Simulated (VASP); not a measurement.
Write the native input for VASP 6.6.1 that does the following.

| Quantity | Value |
| --- | --- |
| Task | electric field gradients |
| Functional | PBE |
| Potentials or basis | VASP PAW PBE potentials, release 64 (Sn_d, O) |
| Cutoff | 520 eV |
| k mesh | 8 × 8 × 6 |
| Occupations | fermi-dirac, width 0.01 eV |
| Spin | no spin polarisation |
| Dipole correction | no |
| Further INCAR settings | ALGO = Normal; EDIFF = 1e-08; NBANDS = 28 |

The structure of SnO lies in POSCAR:

```
SnO
1.0
    3.8020000000      0.0000000000      0.0000000000
    0.0000000000      3.8020000000      0.0000000000
    0.0000000000      0.0000000000      4.7392800000
Sn O
2 2
Direct
    0.0000000000      0.5000000000      0.2385000000
    0.5000000000      0.0000000000      0.7615000000
    0.0000000000      0.0000000000      0.0000000000
    0.5000000000      0.5000000000      0.0000000000
```

This cell differs from its parent crystal: zz strain of -2 %.

One way to write it, as run:

INCAR

```
ALGO = Normal
EDIFF = 1E-8
ENCUT = 520
GGA = PE
ISIF = 2
ISMEAR = -1
LASPH = True
LCHARG = False
LEFG = True
LREAL = False
LWAVE = False
NBANDS = 28
NELM = 100
PREC = Accurate
SIGMA = 0.01
```

KPOINTS

```
k-points
0
Gamma
  8 8 6
```

Potentials or basis: VASP PAW PBE potentials, release 64 (Sn_d, O).

The run is started by

```sh
$ cat potpaw_PBE.64/Sn_d/POTCAR potpaw_PBE.64/O/POTCAR > POTCAR
$ mpirun -np 1 vasp_std > vasp.out
```

It gave:

The pressure is 6.3 GPa, the largest force is 0.805 eV/Å and the band gap on the k mesh is 0.05 eV (least direct gap 1.90 eV). The largest electric field gradient by atom is Sn -163.6; O -3.1 V/Å².

Caveat: the cell differs from its parent crystal (zz strain of -2 %); the cell stands under pressure; without QUAD_EFG the Cq values of the log hold for a quadrupole moment of 1 mb, not for the nuclei; spin-orbit coupling is left out, which moves the levels of the heavy elements.

It took 81 s on 1 thread of Intel(R) Xeon(R) Platinum 8375C CPU @ 2.90GHz (Ice Lake), on a shared host, peak memory 0.23 GiB.
